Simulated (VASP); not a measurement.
Write the native input for VASP 6.6.1 that does the following.

```yaml
Task: single point
Functional: PBE
Dispersion: D4
Potentials_or_basis: VASP PAW PBE potentials, release 64 (Sb, Ga_d)
Cutoff: 520 eV
k_mesh: 8 × 8 × 8
Occupations: fermi-dirac, width 0.05 eV
Spin: no spin polarisation
Dipole_correction: no
Further_INCAR_settings: ALGO = Normal; EDIFF = 1e-07; NBANDS = 16
```

The structure of GaSb lies in POSCAR:

```
GaSb
1.0
    0.0000000000      3.0384691801      3.0384691801
    3.0384691801      0.0000000000      3.0384691801
    3.0384691801      3.0384691801      0.0000000000
Sb Ga
1 1
Direct
    0.7500000000      0.7500000000      0.7500000000
    0.0000000000      0.0000000000      0.0000000000
```

These files were run (other wordings do the same):

INCAR

```
PREC     = Accurate       # precision mode
ENCUT    = 520            # plane-wave cutoff, eV
EDIFF    = 1E-7           # SCF threshold, eV
ISMEAR   = -1             # smearing method
SIGMA    = 0.05           # smearing width, eV
LREAL    = F              # projectors in reciprocal space
LASPH    = T              # aspherical terms in the spheres
NELM     = 60             # most SCF steps
ALGO     = Normal         # electronic algorithm
ISIF     = 2              # what is computed and relaxed
LWAVE    = F              # write WAVECAR
LCHARG   = F              # write CHGCAR
GGA      = PE             # functional
IVDW     = 13             # dispersion correction
NBANDS   = 16             # bands
```

KPOINTS

```
Automatic mesh
0
Gamma
  8 8 8
```

Potentials or basis: VASP PAW PBE potentials, release 64 (Sb, Ga_d).

Command:

```sh
$ cat potpaw_PBE.64/Sb/POTCAR potpaw_PBE.64/Ga_d/POTCAR > POTCAR
$ mpirun -np 1 vasp_std > vasp.out
```

It gave:

| Property | Result |
| --- | --- |
| Pressure | 1.0 GPa |
| Band gap on the k mesh | 0.18 eV, direct |
| Dispersion energy per atom | -0.432 eV |

Caveat: spin-orbit coupling is left out, which moves the levels of the heavy elements.

Wall time 11 s on 1 thread of Intel(R) Xeon(R) 6975P-C (Granite Rapids), with other jobs on the host, peak memory 0.18 GiB.
